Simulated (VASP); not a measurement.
# Ba (Pm-3m) in VASP: single point with PBE

Aim: the single point of Ba with PBE.

Everything below comes from runs of VASP 6.6.1. Logs are shortened: lines on timing, memory, paths and dates and some standing lists are left out, and cuts for length are marked.

## 1. The cell of the first run

The structure is cubic, space group Pm-3m (No. 221). The conventional cell has a = 3.962 Å, b = 3.962 Å, c = 3.962 Å, α = 90.00°, β = 90.00°, γ = 90.00°. Ba (site symmetry m-3m) has 6 Ba at 3.96 Å within 5.2 Å.

This isn't the form of Ba at room conditions, which is bcc.

## 2. Single point, PBE

Input file INCAR:

```
SYSTEM = Ba
PREC = Accurate ; ENCUT = 520
EDIFF = 1E-7 ; ISMEAR = -1
SIGMA = 0.13605693000000002 ; LREAL = .FALSE.
LASPH = .TRUE. ; NELM = 100
ALGO = Normal ; ISIF = 2
LWAVE = .FALSE. ; LCHARG = .FALSE.
GGA = PE ; NBANDS = 11
```

Input file KPOINTS:

```
regular mesh
0
G
  8 8 8
  0 0 0
```

Input file POSCAR:

```
Ba
1.0
    3.9622277707      0.0000000000      0.0000000000
    0.0000000000      3.9622277707      0.0000000000
    0.0000000000      0.0000000000      3.9622277707
Ba
1
Direct
    0.0000000000      0.0000000000      0.0000000000
```

Potentials or basis: VASP PAW PBE potentials, release 64 (Ba_sv).

Launch:

```
cat potpaw_PBE.64/Ba_sv/POTCAR > POTCAR
mpirun -np 1 vasp_std > vasp.out
```

OUTCAR:

```text
SYSTEM = Ba
   PREC = Accurate
   ENCUT = 520
   EDIFF = 1E-7
   ISMEAR = -1
   LREAL = .FALSE.
   LASPH = .TRUE.
   NELM = 100
   ISIF = 2
   GGA = PE

 ion  position               nearest neighbor table
   1  0.000  0.000  0.000-

  LATTYP: Found a simple cubic cell.
 ALAT       =     3.9622277707

  Lattice vectors:

 A1 = (   3.9622277707,   0.0000000000,   0.0000000000)
 A2 = (   0.0000000000,   3.9622277707,   0.0000000000)
 A3 = (   0.0000000000,   0.0000000000,   3.9622277707)

Analysis of symmetry for initial positions (statically):
=====================================================================
 Subroutine PRICEL returns:
 Original cell was already a primitive cell.

 Routine SETGRP: Setting up the symmetry group for a
 simple cubic supercell.

 Subroutine GETGRP returns: Found 48 space group operations
 (whereof 48 operations were pure point group operations)
 out of a pool of 48 trial point group operations.

The static configuration has the point symmetry O_h .

Analysis of symmetry for dynamics (positions and initial velocities):
=====================================================================
 Subroutine PRICEL returns:
 Original cell was already a primitive cell.

 Routine SETGRP: Setting up the symmetry group for a
 simple cubic supercell.

 Subroutine GETGRP returns: Found 48 space group operations
 (whereof 48 operations were pure point group operations)
 out of a pool of 48 trial point group operations.

The dynamic configuration has the point symmetry O_h .

 Subroutine INISYM returns: Found 48 space group operations
 (whereof 48 operations are pure point group operations),
 and found     1 'primitive' translations

----------------------------------------------------------------------------------------

                                     Primitive cell

  volume of cell :      62.2040

  direct lattice vectors                    reciprocal lattice vectors
     3.962227771  0.000000000  0.000000000     0.252383270  0.000000000  0.000000000
     0.000000000  3.962227771  0.000000000     0.000000000  0.252383270  0.000000000
     0.000000000  0.000000000  3.962227771     0.000000000  0.000000000  0.252383270

  length of vectors
     3.962227771  3.962227771  3.962227771     0.252383270  0.252383270  0.252383270

  position of ions in fractional coordinates (direct lattice)
     0.000000000  0.000000000  0.000000000

  ion indices of the primitive-cell ions
   primitive index   ion index
                 1           1

----------------------------------------------------------------------------------------

 KPOINTS: regular mesh

Automatic generation of k-mesh.
 Grid dimensions read from file:
 generate k-points for:    8    8    8

 Generating k-lattice:

  Cartesian coordinates                     Fractional coordinates (reciprocal lattice)
     0.031547909  0.000000000  0.000000000     0.125000000  0.000000000  0.000000000
     0.000000000  0.031547909  0.000000000     0.000000000  0.125000000  0.000000000
     0.000000000  0.000000000  0.031547909     0.000000000  0.000000000  0.125000000

  Length of vectors
     0.031547909  0.031547909  0.031547909

  Shift w.r.t. Gamma in fractional coordinates (k-lattice)
     0.000000000  0.000000000  0.000000000

 Subroutine IBZKPT returns following result:
 ===========================================

 Found     35 irreducible k-points:

 Following reciprocal coordinates:
            Coordinates               Weight
  0.000000  0.000000  0.000000      1.000000
  0.125000  0.000000  0.000000      6.000000
  0.250000  0.000000  0.000000      6.000000
  0.375000  0.000000  0.000000      6.000000
  0.500000  0.000000  0.000000      3.000000
  0.125000  0.125000  0.000000     12.000000
[... 16 lines left out ...]
  0.375000  0.375000  0.125000     24.000000
  0.500000  0.375000  0.125000     24.000000
 [... further k-points ...]
   k-points           NKPTS =     35   k-points in BZ     NKDIM =     35   number of bands    NBANDS=     11
   number of dos      NEDOS =    301   number of ions     NIONS =      1
   total plane-waves  NPLWV =  27000
   dimension x,y,z NGX =    30 NGY =   30 NGZ =   30
   dimension x,y,z NGXF=    60 NGYF=   60 NGZF=   60
   ions per type =               1
   NGX,Y,Z   is equivalent  to a cutoff of  12.59, 12.59, 12.59 a.u.
   NGXF,Y,Z  is equivalent  to a cutoff of  25.17, 25.17, 25.17 a.u.
 SYSTEM =  Ba
   PREC   = accura    normal or accurate (medium, high low for compatibility)
   ISTART =      0    job   : 0-new  1-cont  2-samecut
   ICHARG =      2    charge: 1-file 2-atom 10-const
   ISPIN  =      1    spin polarized calculation?
   LNONCOLLINEAR =      F non collinear calculations
   LSORBIT =      F    spin-orbit coupling
   LASPH  =      T    aspherical Exc in radial PAW
   ENCUT  =  520.0 eV  38.22 Ry    6.18 a.u.   7.37  7.37  7.37*2*pi/ulx,y,z
   NELM   =    100;   NELMIN=  2; NELMDL= -5     # of ELM steps
   EDIFF  = 0.1E-06   stopping-criterion for ELM
   LREAL  =      F    real-space projection
   EDIFFG = 0.1E-05   stopping-criterion for IOM
   NSW    =      0    number of steps for IOM
   IBRION =     -1    ionic relax: 0-MD 1-quasi-New 2-CG
   NFREE  =      0    steps in history (QN), initial steepest desc. (CG)
   ISIF   =      2    stress and relaxation
   ISYM   =      2    0-nonsym 1-usesym 2-fastsym
   POTIM  = 0.5000    time-step for ionic-motion
   TEBEG  =    0.0;   TEEND  =   0.0 temperature during run
   PSTRESS=    0.0 pullay stress
   NELECT =      10.0000    total number of electrons
   NUPDOWN=      -1.0000    fix difference up-down
   EMIN   =  10.00;   EMAX   =-10.00  energy-range for DOS
   EFERMI =   0.00;   METHOD = LEGACY
   ISMEAR =    -1;   SIGMA  =   0.14  broadening in eV -4-tet -1-fermi 0-gaus
   EFERMI_NEDOS =   21; number of points for ismear=-14 and -15
   IALGO  =     38    algorithm
   IMIX   =      4    mixing-type and parameters
     AMIX     =   0.40;   BMIX     =  1.00
     AMIX_MAG =   1.60;   BMIX_MAG =  1.00
  volume/ion in A,a.u.               =      62.20       419.77
  Fermi-wavevector in a.u.,A,eV,Ry     =   0.890161  1.682161 10.781082  0.792387
  Thomas-Fermi vector in A             =   2.011816
   LORBIT       =      0    0 simple, 1 ext, 2 COOP (PROOUT), +10 PAW based schemes
   GGA     = PE    functional components
   LHFCALC =     F    Hartree Fock is set to
   AEXX    =    0.0000 exact exchange contribution
   IVDW    =     0    specifies the selected vdW correction
   LEPSILON=     F    determine dielectric tensor
   LRPA    =     F    only Hartree local field effects (RPA)
 non-spin polarized calculation
  energy-cutoff  :      520.00
  volume of cell :       62.20
 maximum number of plane-waves:      1743
 NGX is ok and might be reduce to    30
   NGX = 15   NGY = 15   NGZ = 15

 number of electron      10.0000000 magnetization

 number of electron       9.9999999 magnetization

 Free energy of the ion-electron system (eV)
  ---------------------------------------------------
  ext. energy  EPLUGINS =         0.00000000
  ---------------------------------------------------
  free energy    TOTEN  =        -1.62984527 eV

  energy without entropy =       -1.54565544  energy(sigma->0) =       -1.58775035

 E-fermi :   1.6314     XC(G=0):  -7.4295

 val. band max:        1.5934078890   @ k =   0.5000   0.5000   0.5000
 cond. band min:       1.6761385036   @ k =   0.0000   0.0000   0.0000
 fundamental gap:      0.0827306147
 Fermi energy:         1.6313907704

 k-point     1 :       0.0000    0.0000    0.0000
  band No.  band energies     occupation
      1     -27.5230      2.00000
      2     -12.3691      2.00000
      3     -12.3691      2.00000
      4     -12.3691      2.00000
      5      -0.9587      2.00000
      6       1.6761      0.83702
      7       1.6761      0.83702
      8       6.4519      0.00000
      9       6.4519      0.00000
     10       6.4519      0.00000
     11       9.1622      0.00000

 k-point     2 :       0.1250    0.0000    0.0000
  band No.  band energies     occupation
      1     -27.5147      2.00000
      2     -12.4789      2.00000
      3     -12.3597      2.00000
      4     -12.3597      2.00000
      5      -0.7317      2.00000
      6       1.7477      0.59696
      7       1.9082      0.23129
      8       5.9134      0.00000
      9       5.9134      0.00000
     10       6.4874      0.00000
     11       8.2836      0.00000

 k-point     3 :       0.2500    0.0000    0.0000
  band No.  band energies     occupation
      1     -27.4946      2.00000
      2     -12.7309      2.00000
      3     -12.3369      2.00000
      4     -12.3369      2.00000
      5      -0.1665      2.00000
      6       1.9344      0.19466
      7       2.4260      0.00580
      8       5.0601      0.00000
      9       5.0601      0.00000
     10       6.5758      0.00000
     11       7.3000      0.00000

 k-point     4 :       0.3750    0.0000    0.0000
  band No.  band energies     occupation
      1     -27.4744      2.00000
      2     -12.9669      2.00000
      3     -12.3139      2.00000
      4     -12.3139      2.00000
      5       0.5135      1.99946
      6       2.1464      0.04439
      7       2.5888      0.00176
      8       4.4507      0.00000
      9       4.4507      0.00000
     10       6.6685      0.00000
     11       7.4858      0.00000
[... 239 lines left out ...]
 k-point    22 :       0.5000    0.2500    0.1250
  band No.  band energies     occupation
      1     -27.4305      2.00000
      2     -12.9970      2.00000
      3     -12.6350      2.00000
      4     -12.3746      2.00000
      5       1.4241      1.64216
      6       2.0623      0.08087
      7       3.3543      0.00001
      8       3.3848      0.00001
      9       5.0581      0.00000
     10       5.6782      0.00000
     11       8.3702      0.00000

 k-point    23 :       0.3750    0.3750    0.1250
  band No.  band energies     occupation
      1     -27.4191      2.00000
      2     -12.8774      2.00000
      3     -12.8668      2.00000
      4     -12.3610      2.00000
      5       1.0607      1.97030
      6       2.3623      0.00924
      7       3.6131      0.00000
      8       3.7372      0.00000
      9       5.3005      0.00000
     10       5.3211      0.00000
     11       8.3669      0.00000

 k-point    24 :       0.5000    0.3750    0.1250
  band No.  band energies     occupation
      1     -27.4109      2.00000
      2     -12.9615      2.00000
      3     -12.8579      2.00000
      4     -12.3511      2.00000
      5       0.9391      1.98773
      6       2.5317      0.00267
      7       3.4569      0.00000
      8       3.7498      0.00000
      9       5.3876      0.00000
     10       6.0398      0.00000
     11       8.1531      0.00000

 [... further k-points ...]

------------------------ aborting loop because EDIFF is reached ----------------------------------------

  FORCE on cell =-STRESS in cart. coord.  units (eV):
  Direction    XX          YY          ZZ          XY          YZ          ZX
  --------------------------------------------------------------------------------------
  -------------------------------------------------------------------------------------
  Total        0.0475273      0.0475273      0.0475273     -0.0000000      0.0000000     -0.0000000
  in kB        1.2241528      1.2241528      1.2241528     -0.0000000      0.0000000     -0.0000000
  external PRESSURE =       1.2241528 kB  Pullay stress =       0.0000000 kB

 VOLUME and BASIS-vectors are now :
 -----------------------------------------------------------------------------
  energy-cutoff  :      520.00
  volume of cell :       62.20
      direct lattice vectors                 reciprocal lattice vectors
     3.962227771  0.000000000  0.000000000     0.252383270  0.000000000  0.000000000
     0.000000000  3.962227771  0.000000000     0.000000000  0.252383270  0.000000000
     0.000000000  0.000000000  3.962227771     0.000000000  0.000000000  0.252383270

 POSITION                                       TOTAL-FORCE (eV/Angst)
 -----------------------------------------------------------------------------------
      0.00000      0.00000      0.00000         0.000000      0.000000      0.000000
 -----------------------------------------------------------------------------------
    total drift:                               -0.000000      0.000000     -0.000000

  FREE ENERGIE OF THE ION-ELECTRON SYSTEM (eV)
  ---------------------------------------------------
  free  energy   TOTEN  =        -1.6298452705 eV

  energy  without entropy=       -1.5456554362  energy(sigma->0) =       -1.58775035
```

Wall time 21 s (1 thread of Intel Xeon 8259CL, shared host); peak memory 0.17 GiB.

Results:

* Free energy: -1.6298 eV
* Pressure: 0.1 GPa
* Band gap on the k mesh: zero (filled and empty bands touch)

Levels at points of the mesh, in eV from the Fermi level:
| k point | band 1 | band 2 | band 3 | band 4 | band 5 | band 6 | band 7 | band 8 | band 9 | band 10 |
| --- | --- | --- | --- | --- | --- | --- | --- | --- | --- | --- |
| (0.00, 0.00, 0.00) | -29.15 | -14.00 | -14.00 | -14.00 | -2.59 | 0.04 | 0.04 | 4.82 | 4.82 | 4.82 |
| (0.50, 0.00, 0.00) | -29.10 | -14.69 | -13.94 | -13.94 | -0.71 | 0.61 | 0.76 | 2.60 | 2.60 | 5.08 |
| (0.50, 0.50, 0.00) | -29.04 | -14.59 | -14.59 | -13.87 | -0.98 | 0.68 | 3.09 | 3.09 | 3.31 | 3.31 |
| (0.50, 0.50, 0.50) | -28.99 | -14.50 | -14.50 | -14.50 | -0.04 | -0.04 | -0.04 | 3.90 | 6.43 | 6.43 |

Caveat: spin-orbit coupling is left out, which moves the levels of the heavy elements.
